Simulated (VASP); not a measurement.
# CsPbBr3 in VASP: a series of runs, part 3 of 3

VASP 6.6.1. Earlier steps stand in the parts before.

### 4 Single point, PBE (uniaxial z strain -3.0%)

The input, INCAR:

```
SYSTEM = CsPbBr3
  PREC = Accurate
  ENCUT = 520
  EDIFF = 1E-7
  ISMEAR = -1
  SIGMA = 0.02
  LREAL = .False.
  LASPH = .True.
  NELM = 60
  ALGO = Normal
  ISIF = 2
  LWAVE = .False.
  LCHARG = .False.
  GGA = PE
  NBANDS = 30
```

The input, KPOINTS:

```
Automatic mesh
0
Gamma
  4 4 4
  0 0 0
```

The input, POSCAR:

```
CsPbBr3
1.0
    5.9429613195      0.0000000000      0.0000000000
    0.0000000000      5.9429613195      0.0000000000
    0.0000000000      0.0000000000      5.7646724799
Cs Pb Br
1 1 3
Direct
    0.0000000000      0.0000000000      0.0000000000
    0.5000000000      0.5000000000      0.5000000000
    0.5000000000      0.5000000000      0.0000000000
    0.5000000000      0.0000000000      0.5000000000
    0.0000000000      0.5000000000      0.5000000000
```

Potentials or basis: VASP PAW PBE potentials, release 64 (Cs_sv, Pb_d, Br).

On the command line:

```bash
$ cat potpaw_PBE.64/Cs_sv/POTCAR potpaw_PBE.64/Pb_d/POTCAR potpaw_PBE.64/Br/POTCAR > POTCAR
$ mpirun -np 1 vasp_std > vasp.out
```

OUTCAR:

```text
SYSTEM = CsPbBr3
   PREC = Accurate
   ENCUT = 520
   EDIFF = 1E-7
   ISMEAR = -1
   LREAL = .False.
   LASPH = .True.
   NELM = 60
   ISIF = 2
   GGA = PE

 ion  position               nearest neighbor table
   1  0.000  0.000  0.000-
   2  0.500  0.500  0.500-   3 2.88   3 2.88   5 2.97   4 2.97   4 2.97   5 2.97
   3  0.500  0.500  0.000-   2 2.88   2 2.88
   4  0.500  0.000  0.500-   2 2.97   2 2.97
   5  0.000  0.500  0.500-   2 2.97   2 2.97

  LATTYP: Found a simple tetragonal cell.
 ALAT       =     5.9429613195
 C/A-ratio  =     0.9700000000

  Lattice vectors:

 A1 = (   5.9429613195,   0.0000000000,   0.0000000000)
 A2 = (   0.0000000000,   5.9429613195,   0.0000000000)
 A3 = (   0.0000000000,   0.0000000000,   5.7646724799)

Analysis of symmetry for initial positions (statically):
=====================================================================
 Subroutine PRICEL returns:
 Original cell was already a primitive cell.

 Routine SETGRP: Setting up the symmetry group for a
 simple tetragonal supercell.

 Subroutine GETGRP returns: Found 16 space group operations
 (whereof 16 operations were pure point group operations)
 out of a pool of 16 trial point group operations.

The static configuration has the point symmetry D_4h.

Analysis of symmetry for dynamics (positions and initial velocities):
=====================================================================
 Subroutine PRICEL returns:
 Original cell was already a primitive cell.

 Routine SETGRP: Setting up the symmetry group for a
 simple tetragonal supercell.

 Subroutine GETGRP returns: Found 16 space group operations
 (whereof 16 operations were pure point group operations)
 out of a pool of 16 trial point group operations.

The dynamic configuration has the point symmetry D_4h.

 Subroutine INISYM returns: Found 16 space group operations
 (whereof 16 operations are pure point group operations),
 and found     1 'primitive' translations

----------------------------------------------------------------------------------------

                                     Primitive cell

  volume of cell :     203.6013

  direct lattice vectors                    reciprocal lattice vectors
     5.942961320  0.000000000  0.000000000     0.168266281  0.000000000  0.000000000
     0.000000000  5.942961320  0.000000000     0.000000000  0.168266281  0.000000000
     0.000000000  0.000000000  5.764672480     0.000000000  0.000000000  0.173470393

  length of vectors
     5.942961320  5.942961320  5.764672480     0.168266281  0.168266281  0.173470393

  position of ions in fractional coordinates (direct lattice)
     0.000000000  0.000000000  0.000000000
     0.500000000  0.500000000  0.500000000
     0.500000000  0.500000000  0.000000000
     0.500000000  0.000000000  0.500000000
     0.000000000  0.500000000  0.500000000

  ion indices of the primitive-cell ions
   primitive index   ion index
                 1           1
                 2           2
                 3           3
                 4           4
                 5           5

----------------------------------------------------------------------------------------

 KPOINTS: Automatic mesh

Automatic generation of k-mesh.
 Grid dimensions read from file:
 generate k-points for:    4    4    4

 Generating k-lattice:

  Cartesian coordinates                     Fractional coordinates (reciprocal lattice)
     0.042066570  0.000000000  0.000000000     0.250000000  0.000000000  0.000000000
     0.000000000  0.042066570  0.000000000     0.000000000  0.250000000  0.000000000
     0.000000000  0.000000000  0.043367598     0.000000000  0.000000000  0.250000000

  Length of vectors
     0.042066570  0.042066570  0.043367598

  Shift w.r.t. Gamma in fractional coordinates (k-lattice)
     0.000000000  0.000000000  0.000000000

 Subroutine IBZKPT returns following result:
 ===========================================

 Found     18 irreducible k-points:

 Following reciprocal coordinates:
            Coordinates               Weight
  0.000000  0.000000  0.000000      1.000000
  0.250000  0.000000  0.000000      4.000000
  0.500000  0.000000  0.000000      2.000000
  0.250000  0.250000  0.000000      4.000000
  0.500000  0.250000  0.000000      4.000000
  0.500000  0.500000  0.000000      1.000000
[... 10 lines left out ...]
  0.500000  0.250000  0.500000      4.000000
  0.500000  0.500000  0.500000      1.000000
   k-points           NKPTS =     18   k-points in BZ     NKDIM =     18   number of bands    NBANDS=     30
   number of dos      NEDOS =    301   number of ions     NIONS =      5
   total plane-waves  NPLWV = 110592
   dimension x,y,z NGX =    48 NGY =   48 NGZ =   48
   dimension x,y,z NGXF=    96 NGYF=   96 NGZF=   96
   ions per type =               1   1   3
   NGX,Y,Z   is equivalent  to a cutoff of  13.43, 13.43, 13.84 a.u.
   NGXF,Y,Z  is equivalent  to a cutoff of  26.85, 26.85, 27.69 a.u.
 SYSTEM =  CsPbBr3
   PREC   = accura    normal or accurate (medium, high low for compatibility)
   ISTART =      0    job   : 0-new  1-cont  2-samecut
   ICHARG =      2    charge: 1-file 2-atom 10-const
   ISPIN  =      1    spin polarized calculation?
   LNONCOLLINEAR =      F non collinear calculations
   LSORBIT =      F    spin-orbit coupling
   LASPH  =      T    aspherical Exc in radial PAW
   ENCUT  =  520.0 eV  38.22 Ry    6.18 a.u.  11.05 11.05 10.72*2*pi/ulx,y,z
   NELM   =     60;   NELMIN=  2; NELMDL= -5     # of ELM steps
   EDIFF  = 0.1E-06   stopping-criterion for ELM
   LREAL  =      F    real-space projection
   EDIFFG = 0.1E-05   stopping-criterion for IOM
   NSW    =      0    number of steps for IOM
   IBRION =     -1    ionic relax: 0-MD 1-quasi-New 2-CG
   NFREE  =      0    steps in history (QN), initial steepest desc. (CG)
   ISIF   =      2    stress and relaxation
   ISYM   =      2    0-nonsym 1-usesym 2-fastsym
   POTIM  = 0.5000    time-step for ionic-motion
   TEBEG  =    0.0;   TEEND  =   0.0 temperature during run
   PSTRESS=    0.0 pullay stress
   NELECT =      44.0000    total number of electrons
   NUPDOWN=      -1.0000    fix difference up-down
   EMIN   =  10.00;   EMAX   =-10.00  energy-range for DOS
   EFERMI =   0.00;   METHOD = LEGACY
   ISMEAR =    -1;   SIGMA  =   0.02  broadening in eV -4-tet -1-fermi 0-gaus
   EFERMI_NEDOS =   21; number of points for ismear=-14 and -15
   IALGO  =     38    algorithm
   IMIX   =      4    mixing-type and parameters
     AMIX     =   0.40;   BMIX     =  1.00
     AMIX_MAG =   1.60;   BMIX_MAG =  1.00
  volume/ion in A,a.u.               =      40.72       274.79
  Fermi-wavevector in a.u.,A,eV,Ry     =   0.982424  1.856512 13.131754  0.965157
  Thomas-Fermi vector in A             =   2.113505
   LORBIT       =      0    0 simple, 1 ext, 2 COOP (PROOUT), +10 PAW based schemes
   GGA     = PE    functional components
   LHFCALC =     F    Hartree Fock is set to
   AEXX    =    0.0000 exact exchange contribution
   IVDW    =     0    specifies the selected vdW correction
   LEPSILON=     F    determine dielectric tensor
   LRPA    =     F    only Hartree local field effects (RPA)
 non-spin polarized calculation
  energy-cutoff  :      520.00
  volume of cell :      203.60
 maximum number of plane-waves:      5512
 NGX is ok and might be reduce to    48
   NGX = 23   NGY = 23   NGZ = 21

 number of electron      43.9999996 magnetization

 Free energy of the ion-electron system (eV)
  ---------------------------------------------------
  ext. energy  EPLUGINS =         0.00000000
  ---------------------------------------------------
  free energy    TOTEN  =       -15.79767143 eV

  energy without entropy =      -15.79767143  energy(sigma->0) =      -15.79767143

 E-fermi :   1.7408     XC(G=0):  -7.6116

 val. band max:        1.2630468475   @ k =   0.5000   0.5000   0.5000
 cond. band min:       2.7335586913   @ k =   0.5000   0.5000   0.5000
 fundamental gap:      1.4705118437
 Fermi energy:         1.7408181437

 k-point     1 :       0.0000    0.0000    0.0000
  band No.  band energies     occupation
      1     -20.2203      2.00000
      2     -15.6498      2.00000
      3     -15.6065      2.00000
      4     -15.4735      2.00000
      5     -15.4666      2.00000
      6     -15.4666      2.00000
[... 583 lines left out ...]
     29       6.4572      0.00000
     30       7.5555      0.00000

------------------------ aborting loop because EDIFF is reached ----------------------------------------

  FORCE on cell =-STRESS in cart. coord.  units (eV):
  Direction    XX          YY          ZZ          XY          YZ          ZX
  --------------------------------------------------------------------------------------
  -------------------------------------------------------------------------------------
  Total        1.1686718      1.1686718      3.1327686      0.0000000     -0.0000000      0.0000000
  in kB        9.1965031      9.1965031     24.6523574      0.0000000     -0.0000000      0.0000000
  external PRESSURE =      14.3484545 kB  Pullay stress =       0.0000000 kB

 VOLUME and BASIS-vectors are now :
 -----------------------------------------------------------------------------
  energy-cutoff  :      520.00
  volume of cell :      203.60
      direct lattice vectors                 reciprocal lattice vectors
     5.942961320  0.000000000  0.000000000     0.168266281  0.000000000  0.000000000
     0.000000000  5.942961320  0.000000000     0.000000000  0.168266281  0.000000000
     0.000000000  0.000000000  5.764672480     0.000000000  0.000000000  0.173470393

 POSITION                                       TOTAL-FORCE (eV/Angst)
 -----------------------------------------------------------------------------------
      0.00000      0.00000      0.00000         0.000000      0.000000      0.000000
      2.97148      2.97148      2.88234         0.000000      0.000000      0.000000
      2.97148      2.97148      0.00000         0.000000      0.000000      0.000000
      2.97148      0.00000      2.88234         0.000000      0.000000      0.000000
      0.00000      2.97148      2.88234         0.000000      0.000000      0.000000
 -----------------------------------------------------------------------------------
    total drift:                                0.000000     -0.000000     -0.000000

  FREE ENERGIE OF THE ION-ELECTRON SYSTEM (eV)
  ---------------------------------------------------
  free  energy   TOTEN  =       -15.7976714279 eV

  energy  without entropy=      -15.7976714279  energy(sigma->0) =      -15.79767143
```

stdout:

```text
POSCAR found type information on POSCAR CsPbBr
 POSCAR found :  3 types and       5 ions
 scaLAPACK will be used
 LDA part: xc-table for (Slater+PW92), standard interpolation
 POSCAR, INCAR and KPOINTS ok, starting setup
 FFT: planning ... GRIDC
 FFT: planning ... GRID_SOFT
 FFT: planning ... GRID
 WAVECAR not read
 entering main loop
```

Wall time 2.2 min (1 thread of Oxide Virtual Turin-like, shared host); peak memory 0.34 GiB.

Results:

```yaml
Free_energy: -15.7977 eV
Pressure: 1.4 GPa
Band_gap_on_the_k_mesh: 1.47 eV
```

Stress tensor (GPa, compression positive):
```
0.92 0.00 0.00
0.00 0.92 0.00
0.00 0.00 2.47
```

Levels at points of the mesh, in eV from the valence-band top:
```csv
k point,band 19,band 20,band 21,band 22,band 23,band 24,band 25,band 26
"(0.00, 0.00, 0.00)",-2.12,-2.03,-2.03,-2.03,3.01,4.07,4.14,4.79
"(0.50, 0.00, 0.00)",-2.25,-2.15,-2.13,-1.50,2.54,4.41,5.05,5.06
"(0.50, 0.50, 0.00)",-2.33,-2.26,-1.70,-0.83,2.09,2.09,5.16,5.21
"(0.00, 0.00, 0.50)",-2.27,-2.14,-2.14,-1.29,2.64,4.52,5.09,5.11
"(0.50, 0.00, 0.50)",-2.36,-2.26,-1.67,-0.64,1.99,2.20,4.69,5.16
"(0.50, 0.50, 0.50)",-1.69,-1.66,-1.66,0.00,1.47,1.47,1.69,4.50
```

Caveat: the cell differs from its parent crystal (uniaxial z strain -3.0%); spin-orbit coupling is left out, which moves the levels of the heavy elements.

### 5 Single point, PBE (uniaxial z strain +2.0%)

The input, INCAR:

```
SYSTEM = CsPbBr3
PREC     = Accurate       ! precision mode
ENCUT    = 520            ! plane-wave cutoff, eV
EDIFF    = 1E-7           ! SCF threshold, eV
ISMEAR   = -1             ! smearing method
SIGMA    = 0.02           ! smearing width, eV
LREAL    = .False.        ! projectors in reciprocal space
LASPH    = .True.         ! aspherical terms in the spheres
NELM     = 80             ! most SCF steps
ALGO     = Normal         ! electronic algorithm
ISIF     = 2              ! what is computed and relaxed
LWAVE    = .False.        ! write WAVECAR
LCHARG   = .False.        ! write CHGCAR
GGA      = PE             ! functional
NBANDS   = 30             ! bands
```

KPOINTS is that of step 4.

Edit POSCAR of step 4 so:

```diff
@@ -4,3 +4,3 @@
     0.0000000000      5.9429613195      0.0000000000
-    0.0000000000      0.0000000000      5.7646724799
+    0.0000000000      0.0000000000      6.0618205459
 Cs Pb Br
```

On the command line:

```bash
$ cat potpaw_PBE.64/Cs_sv/POTCAR potpaw_PBE.64/Pb_d/POTCAR potpaw_PBE.64/Br/POTCAR > POTCAR
$ mpirun -np 1 vasp_std > vasp.out
```

Run time: 2.6 min. Hardware: 1 thread of Oxide Virtual Turin-like, shared host; peak memory 0.35 GiB.

The run converged. Its results:

| Quantity | Value |
| --- | --- |
| Free energy | -15.8641 eV |
| Pressure | 0.3 GPa |
| Band gap on the k mesh | 1.66 eV |

Stress tensor (GPa, compression positive):
```
 0.53  0.00  0.00
 0.00  0.53  0.00
 0.00  0.00 -0.21
```

Levels at points of the mesh, in eV from the valence-band top:
| k point | band 20 | band 21 | band 22 | band 23 | band 24 | band 25 |
| --- | --- | --- | --- | --- | --- | --- |
| (0.00, 0.00, 0.00) | -1.70 | -1.70 | -1.70 | 3.25 | 4.42 | 4.46 |
| (0.50, 0.00, 0.00) | -1.79 | -1.78 | -1.21 | 2.69 | 4.66 | 5.10 |
| (0.50, 0.50, 0.00) | -1.96 | -1.36 | -0.55 | 2.24 | 2.24 | 4.69 |
| (0.00, 0.00, 0.50) | -1.79 | -1.79 | -1.32 | 2.64 | 4.60 | 5.25 |
| (0.50, 0.00, 0.50) | -1.96 | -1.38 | -0.65 | 2.18 | 2.30 | 5.02 |
| (0.50, 0.50, 0.50) | -1.36 | -1.35 | 0.00 | 1.66 | 1.78 | 1.78 |

Caveat: the cell differs from its parent crystal (uniaxial z strain +2.0%); spin-orbit coupling is left out, which moves the levels of the heavy elements.

### 6 Single point, PBE (uniaxial z strain +4.0%)

The input, INCAR:

```
  PREC = Accurate
  ENCUT = 520
  EDIFF = 1E-6
  ISMEAR = -1
  SIGMA = 0.02
  LREAL = False
  LASPH = True
  NELM = 80
  ALGO = Normal
  ISIF = 2
  LWAVE = False
  LCHARG = True
  GGA = PE
  LELF = True
  LVHAR = True
  NBANDS = 30
```

The input, KPOINTS:

```
regular mesh
0
Gamma
  4 4 4
```

Edit POSCAR of step 5 so:

```diff
@@ -4,3 +4,3 @@
     0.0000000000      5.9429613195      0.0000000000
-    0.0000000000      0.0000000000      6.0618205459
+    0.0000000000      0.0000000000      6.1806797723
 Cs Pb Br
```

Potentials or basis: VASP PAW PBE potentials, release 64 (Cs_sv, Pb_d, Br).

On the command line:

```bash
$ cat potpaw_PBE.64/Cs_sv/POTCAR potpaw_PBE.64/Pb_d/POTCAR potpaw_PBE.64/Br/POTCAR > POTCAR
$ mpirun -np 1 vasp_std > vasp.out
```

Run time: 1.7 min. Hardware: 1 thread of Oxide Virtual Turin-like, shared host; peak memory 0.35 GiB.

It converged, with:

- Free energy: -15.8495 eV
- Pressure: 0.0 GPa
- Band gap on the k mesh: 1.65 eV

Stress tensor (GPa, compression positive):
```
 0.39  0.00  0.00
 0.00  0.39  0.00
 0.00  0.00 -0.91
```

Levels at points of the mesh, in eV from the valence-band top:
| k point | band 20 | band 21 | band 22 | band 23 | band 24 | band 25 |
| --- | --- | --- | --- | --- | --- | --- |
| (0.00, 0.00, 0.00) | -1.60 | -1.59 | -1.59 | 3.32 | 4.50 | 4.58 |
| (0.50, 0.00, 0.00) | -1.69 | -1.66 | -1.13 | 2.73 | 4.73 | 4.88 |
| (0.50, 0.50, 0.00) | -1.87 | -1.25 | -0.46 | 2.27 | 2.27 | 4.48 |
| (0.00, 0.00, 0.50) | -1.69 | -1.69 | -1.31 | 2.63 | 4.61 | 5.29 |
| (0.50, 0.00, 0.50) | -1.81 | -1.29 | -0.65 | 2.17 | 2.38 | 5.12 |
| (0.50, 0.50, 0.50) | -1.27 | -1.24 | 0.00 | 1.65 | 1.87 | 1.87 |

Caveat: the cell differs from its parent crystal (uniaxial z strain +4.0%); spin-orbit coupling is left out, which moves the levels of the heavy elements. A k mesh can miss the band edges.

### 7 The runs side by side

| level | spin | cell | smearing | gap on the mesh (eV) | pressure (GPa) |
| --- | --- | --- | --- | --- | --- |
| r2SCAN | non-collinear, zero start, SOC | a = 5.943, b = 5.943, c = 6.062 Å, 5 atoms | gaussian 0.01 eV | - | -0.4 |
| PBE | off | a = 5.943 Å, 5 atoms | fermi-dirac 0.02 eV | 1.67 | 0.7 |
| PBE | off | a = 5.943, b = 5.943, c = 5.765 Å, 5 atoms | fermi-dirac 0.02 eV | 1.47 | 1.4 |
| PBE | off | a = 5.943, b = 5.943, c = 6.062 Å, 5 atoms | fermi-dirac 0.02 eV | 1.66 | 0.3 |
| PBE | off | a = 5.943, b = 5.943, c = 6.181 Å, 5 atoms | fermi-dirac 0.02 eV | 1.65 | 0.0 |

Alike in all rows: task single point; potentials or basis VASP PAW PBE potentials, release 64 (Cs_sv, Pb_d, Br); k mesh 4 × 4 × 4; cutoff (eV) 520.

Caveats: spin-orbit coupling is left out, which moves the levels of the heavy elements (at least some runs); the PAW data sets were made with another functional, which shifts forces and pressure a little (at least some runs).

Absolute energies hang on the potentials; compare differences alone.
